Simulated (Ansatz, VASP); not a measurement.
One calculation of Tc, two programs

The input INCAR:

```
SYSTEM = Tc
ALGO = Normal
EDIFF = 1E-6
ENCUT = 520
GGA = PE
ISIF = 2
ISMEAR = -1
LASPH = .True.
LCHARG = .False.
LREAL = .False.
LWAVE = .False.
NBANDS = 12
NELM = 60
PREC = Accurate
SIGMA = 0.03
```

File KPOINTS:

```
k-points
0
Gamma
  18 18 18
  0 0 0
```

The input POSCAR:

```
Tc
1.0
    0.0000000000      1.9500000000      1.9500000000
    1.9500000000      0.0000000000      1.9500000000
    1.9500000000      1.9500000000      0.0000000000
Tc
1
Direct
    0.0000000000      0.0000000000      0.0000000000
```

Input for Ansatz:

```yaml
crystal:
  lattice:
    - [0.0, 1.95, 1.95]
    - [1.95, 0.0, 1.95]
    - [1.95, 1.95, 0.0]
  atoms:
    - { symbol: Tc, position: [0.0, 0.0, 0.0] }
kpoints:
  mp_grid: { grid: [18, 18, 18] }
  band_path:
    path:
      - [0.0, 0.0, 0.0]
      - [0.5, 0.0, 0.5]
      - [0.625, 0.25, 0.625]
      - [0.375, 0.375, 0.75]
      - [0.0, 0.0, 0.0]
      - [0.5, 0.5, 0.5]
      - [0.5, 0.25, 0.75]
      - [0.5, 0.0, 0.5]
    npoints: 14
scf:
  occupations: { method: fermi_dirac, width: 0.03 }
hamiltonian:
  xc: pbe
  pseudopotentials: { kind: all_electron, lapw: { basis_error: 0.00025 } }
output:
  forces: true
  stress: true
  eigenvalues: true
  populations: true
  dos: { projected: true, de: 0.2, e_range: [-14, 8] }
```

Alike in both runs: task single point; functional PBE; k mesh 18 × 18 × 18; occupations fermi-dirac, width 0.03 eV; no spin polarisation.

|  | VASP | Ansatz |
| --- | --- | --- |
| version | VASP 6.6.1 | Ansatz 0.2.0 |
| potentials or method | VASP PAW PBE potentials, release 64 (Tc_pv), cutoff 520 eV | all-electron LAPW, scalar-relativistic |

VASP gave:

- pressure (GPa): -6.8

Question: What did Ansatz give for the same quantities?

Answer: Pressure (GPa): -6.2.

Ansatz ran all-electron here, and VASP with PAW potentials.
